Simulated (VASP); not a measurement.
Write the native input for VASP 6.6.1 that does the following.

* Task: single point
* Functional: PBE-based global hybrid
* Potentials or basis: VASP PAW PBE potentials, release 64 (K_sv, Br)
* Cutoff: 520 eV
* k mesh: 4 × 4 × 4
* Occupations: gaussian, width 0.01 eV
* Spin: no spin polarisation
* Dipole correction: no
* Grid for exact exchange (PRECFOCK): Normal
* Share of exact exchange: 0.15
* Further INCAR settings: ALGO = Normal; EDIFF = 1e-06; NBANDS = 15

KBr:

```xyz
2
Lattice="0.0000 3.3022 3.3022 3.3022 0.0000 3.3022 3.3022 3.3022 0.0000" Properties=species:S:1:pos:R:3 pbc="T T T"
K     0.0000    0.0000    0.0000
Br    3.3022    3.3022    3.3022
```

These files were run (other wordings do the same):

POSCAR

```
KBr
1.0
    0.0000000000      3.3022478201      3.3022478201
    3.3022478201      0.0000000000      3.3022478201
    3.3022478201      3.3022478201      0.0000000000
K Br
1 1
Direct
    0.0000000000      0.0000000000      0.0000000000
    0.5000000000      0.5000000000      0.5000000000
```

INCAR.step1

```
SYSTEM = KBr
PREC     = Accurate       ! precision mode
ENCUT    = 520            ! plane-wave cutoff, eV
EDIFF    = 1E-5           ! SCF threshold, eV
ISMEAR   = 0              ! smearing method
SIGMA    = 0.01           ! smearing width, eV
LREAL    = .FALSE.        ! projectors in reciprocal space
LASPH    = .TRUE.         ! aspherical terms in the spheres
NELM     = 80             ! most SCF steps
ALGO     = Normal         ! electronic algorithm
ISIF     = 2              ! what is computed and relaxed
LWAVE    = .TRUE.         ! write WAVECAR
LCHARG   = .FALSE.        ! write CHGCAR
NBANDS   = 15             ! bands
GGA      = PE             ! functional
```

INCAR.step2

```
SYSTEM = KBr
PREC     = Accurate       ! precision mode
ENCUT    = 520            ! plane-wave cutoff, eV
EDIFF    = 1E-6           ! SCF threshold, eV
ISMEAR   = 0              ! smearing method
SIGMA    = 0.01           ! smearing width, eV
LREAL    = .FALSE.        ! projectors in reciprocal space
LASPH    = .TRUE.         ! aspherical terms in the spheres
NELM     = 80             ! most SCF steps
ALGO     = Normal         ! electronic algorithm
ISIF     = 2              ! what is computed and relaxed
LWAVE    = .FALSE.        ! write WAVECAR
LCHARG   = .FALSE.        ! write CHGCAR
GGA      = PE             ! functional
LHFCALC  = .TRUE.         ! exact exchange
AEXX     = 0.15           ! exact-exchange fraction
PRECFOCK = Normal       
NBANDS   = 15             ! bands
ISTART   = 1
```

KPOINTS

```
Automatic mesh
0
G
  4 4 4
  0 0 0
```

Potentials or basis: VASP PAW PBE potentials, release 64 (K_sv, Br).

Run with:

```bash
$ cat potpaw_PBE.64/K_sv/POTCAR potpaw_PBE.64/Br/POTCAR > POTCAR
$ cp INCAR.step1 INCAR
$ mpirun -np 1 vasp_std > vasp.out
$ cp INCAR.step2 INCAR
$ mpirun -np 1 vasp_std > vasp.out
```

Results of the run:

| Item | Value |
| --- | --- |
| Pressure | 0.5 GPa |
| Band gap on the k mesh | 5.56 eV, direct |

Caveat: the PAW data sets were made with another functional, which shifts forces and pressure a little.

Run time: 5 min on 1 thread of Intel(R) Xeon(R) Platinum 8488C (Sapphire Rapids), with other jobs on the host, peak memory 0.21 GiB.
